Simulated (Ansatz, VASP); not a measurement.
# Al6O in VASP and in Ansatz

INCAR

```
SYSTEM = Al6O
ALGO = Normal
DIPOL = 0.5 0.5 0.295
EDIFF = 1E-6
ENCUT = 520
GGA = PE
GGA_COMPAT = .FALSE.
IDIPOL = 3
ISIF = 2
ISMEAR = 0
ISPIN = 2
LASPH = .TRUE.
LCHARG = .FALSE.
LDIPOL = .TRUE.
LORBIT = 11
LREAL = .FALSE.
LWAVE = .FALSE.
MAGMOM = 0 0 0 0 0 0 0 0 0 0 0 0 1 1
NBANDS = 41
NELM = 200
NELMDL = -8
PREC = Accurate
SIGMA = 0.1
```

The input KPOINTS:

```
k-points
0
G
  5 5 1
  0 0 0
```

The input POSCAR:

```
Al6O
1.0
    5.7135165838      0.0000000000      0.0000000000
    0.0000000000      5.7135165838      0.0000000000
    0.0000000000      0.0000000000     22.1746954225
Al O
12 2
Direct
    0.2500000000      0.2500000000      0.1803857922
    0.2500000000      0.7500000000      0.1803857922
    0.7500000000      0.2500000000      0.1803857922
    0.7500000000      0.7500000000      0.1803857922
    0.0000000000      0.0000000000      0.2744050915
    0.0000000000      0.5000000000      0.2744050915
    0.5000000000      0.0000000000      0.2744050915
    0.5000000000      0.5000000000      0.2744050915
    0.2500000000      0.2500000000      0.3686497274
    0.2500000000      0.7500000000      0.3686497274
    0.7500000000      0.2500000000      0.3686497274
    0.7500000000      0.7500000000      0.3686497274
    0.0461850670      0.2500000000      0.4191577492
    0.4538149330      0.2500000000      0.4191577492
```

Input for Ansatz:

```yaml
crystal:
  lattice:
    - [5.7135165838, 0.0, 0.0]
    - [0.0, 5.7135165838, 0.0]
    - [0.0, 0.0, 22.1746954225]
  atoms:
    - { symbol: Al, position: [0.25, 0.25, 0.1803857922] }
    - { symbol: Al, position: [0.25, 0.75, 0.1803857922] }
    - { symbol: Al, position: [0.75, 0.25, 0.1803857922] }
    - { symbol: Al, position: [0.75, 0.75, 0.1803857922] }
    - { symbol: Al, position: [0.0, 0.0, 0.2744050915] }
    - { symbol: Al, position: [0.0, 0.5, 0.2744050915] }
    - { symbol: Al, position: [0.5, 0.0, 0.2744050915] }
    - { symbol: Al, position: [0.5, 0.5, 0.2744050915] }
    - { symbol: Al, position: [0.25, 0.25, 0.3686497274] }
    - { symbol: Al, position: [0.25, 0.75, 0.3686497274] }
    - { symbol: Al, position: [0.75, 0.25, 0.3686497274] }
    - { symbol: Al, position: [0.75, 0.75, 0.3686497274] }
    - { symbol: O, position: [0.046185067, 0.25, 0.4191577492], spin: 1.0 }
    - { symbol: O, position: [0.453814933, 0.25, 0.4191577492], spin: 1.0 }
basis:
  ecutwfc: 420
kpoints:
  mp_grid: { grid: [5, 5, 1] }
hamiltonian:
  xc: pbe
  pseudopotentials: { kind: paw, azcp: { folder: soft_1 } }
scf:
  occupations: { method: gaussian, width: 0.1 }
output:
  forces: true
  eigenvalues: true
  populations: true
magnetization:
  spin_polarized: true
efield:
  axis: 3
  dipole_correction: true
  ramp_width: 0.04
```

Alike in both runs: task single point; functional PBE; k mesh 5 × 5 × 1; occupations gaussian, width 0.1 eV; collinear spin.

|  | VASP | Ansatz |
| --- | --- | --- |
| version | VASP 6.6.1 | Ansatz 0.2.0 |
| potentials or method | VASP PAW PBE potentials, release 64 (Al, O), cutoff 520 eV | scalar-relativistic, plane waves, PAW |
| valence electrons in the cell | 48 | 48 |

```csv
,VASP,Ansatz,Ansatz less VASP
gap on the k mesh at the Fermi level (eV),none,none,-
rms of the force components (eV/Å),1.599,1.579,-0.0201
net moment per atom (μB),0.00,0.00,0.000
```

Atom by atom the forces differ by 0.030 eV/Å (rms over components). A gap of «none» marks a metal or a gap that the smearing closes. Ansatz's warnings: seeded moment not kept.
